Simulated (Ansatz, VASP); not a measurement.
## MoS2: VASP beside Ansatz

```
Mo S
1.0
     3.14143    0.00000    0.00000
    -1.57072    2.72056    0.00000
     0.00000    0.00000   12.57882
Mo S
2 4
Cartesian
  0.0100 1.8310 3.1447
  1.5707 0.9069 9.4341
  0.0000 1.8137 7.8750
  1.5707 0.9069 1.5856
  0.0000 1.8137 10.9932
  1.5707 0.9069 4.7038
```

Alike in both runs: task single point; functional PBEsol; k mesh 12 × 12 × 2; occupations gaussian, width 0.05 eV; no spin polarisation.

```csv
,VASP,Ansatz
version,VASP 6.6.1,Ansatz 0.2.0
potentials or method,"VASP PAW PBE potentials, release 64 (Mo_sv, S), cutoff 520 eV","scalar-relativistic, plane waves, PAW"
valence electrons in the cell,52,52
```

Ansatz gave:

| Item | Value |
| --- | --- |
| gap on the k mesh at the Fermi level (eV) | 0.97 |
| least direct gap on the mesh (eV) | 1.74 |
| pressure (GPa) | 0.0 |
| traceless stress, the component that is largest in VASP (GPa) | 0.17 |
| rms of the force components (eV/Å) | 0.121 |

**Question.** Estimate VASP's values.

**Answer.** gap on the k mesh at the Fermi level (eV): 0.99; least direct gap on the mesh (eV): 1.74; pressure (GPa): 0.0; traceless stress, the component that is largest in VASP (GPa): 0.18; rms of the force components (eV/Å): 0.121.

VASP's potentials were made for PBE, not for PBEsol. Atom by atom the forces differ by 0.000 eV/Å (rms over components).
